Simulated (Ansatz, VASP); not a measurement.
**Two plane-wave programs on In**

INCAR

```
SYSTEM = In
PREC = Accurate
ENCUT = 520
EDIFF = 1E-7
ISMEAR = -1
SIGMA = 0.05
LREAL = .FALSE.
LASPH = .TRUE.
NELM = 150
ALGO = Normal
ISIF = 2
LWAVE = .FALSE.
LCHARG = .FALSE.
LNONCOLLINEAR = .TRUE.
MAGMOM = 0 0 0 0 0 0 0 0 0
LORBIT = 11
LSORBIT = .TRUE.
GGA_COMPAT = .FALSE.
LORBMOM = .TRUE.
GGA = PS
NBANDS = 52
KPAR = 4
```

Contents of KPOINTS:

```
regular mesh
0
G
  9 9 9
  0 0 0
```

The input POSCAR:

```
In
1.0
    1.6696368166      0.9639652655      8.2074632500
   -1.6696368166      0.9639652655      8.2074632500
    0.0000000000     -1.9279305310      8.2074632500
In
3
Direct
    0.2219877600      0.2219877600      0.2219877600
    0.7780122400      0.7780122400      0.7780122400
    0.0000000000      0.0000000000      0.0000000000
```

The input input.yaml:

```yaml
crystal:
  lattice:
    - [1.6696368166, 0.9639652655, 8.20746325]
    - [-1.6696368166, 0.9639652655, 8.20746325]
    - [0.0, -1.927930531, 8.20746325]
  atoms:
    - { symbol: In, position: [0.22198776, 0.22198776, 0.22198776] }
    - { symbol: In, position: [0.77801224, 0.77801224, 0.77801224] }
    - { symbol: In, position: [0.0, 0.0, 0.0] }
hamiltonian:
  xc: pbesol
  pseudopotentials: { kind: paw_fr }
magnetization:
  noncollinear: true
  spin_orbit: true
kpoints:
  mp_grid: { grid: [9, 9, 9] }
  band_path:
    path:
      - [[0.0, 0.0, 0.0], [0.5, 0.0, 0.0], [0.5, 0.175862977, -0.175862977]]
      - [[0.824137023, 0.5, 0.175862977], [0.5, 0.5, 0.5], [0.0, 0.0, 0.0], [0.3379314885, 0.0, -0.3379314885]]
      - [[0.6620685115, 0.3379314885, 0.0], [0.5, 0.5, 0.0], [0.6620685115, 0.6620685115, 0.175862977], [0.5, 0.5, 0.5]]
      - [[0.5, 0.0, 0.0], [0.824137023, 0.3379314885, 0.3379314885]]
    npoints: 14
scf:
  occupations: { method: fermi_dirac, width: 0.05 }
  n_extra_bands: 7
output:
  forces: true
  stress: true
  eigenvalues: true
  fatbands: false
```

Alike in both runs: functional PBEsol; k mesh 9 × 9 × 9; occupations fermi-dirac, width 0.05 eV; non-collinear spin, spin-orbit coupling.

```csv
,VASP,Ansatz
version,VASP 6.6.1,Ansatz 0.2.0
potentials or method,"VASP PAW PBE potentials, release 64 (In_d)",Ansatz PAW
plane-wave cutoff (eV),520,420
valence electrons in the cell,39,39
task,single point,band structure
```

```tsv
	VASP	Ansatz	Ansatz less VASP
pressure (GPa)	-1.2	-1.2	+0.01
traceless stress, the component that is largest in VASP (GPa)	-0.38	-0.38	-0.001
rms of the force components (eV/Å)	0.010	0.010	0.0000
```

VASP's potentials were made for PBE, not for PBEsol. Atom by atom the forces differ by 0.000 eV/Å (rms over components). The functional is the same, so the differences come from potentials, cutoffs and numerics.
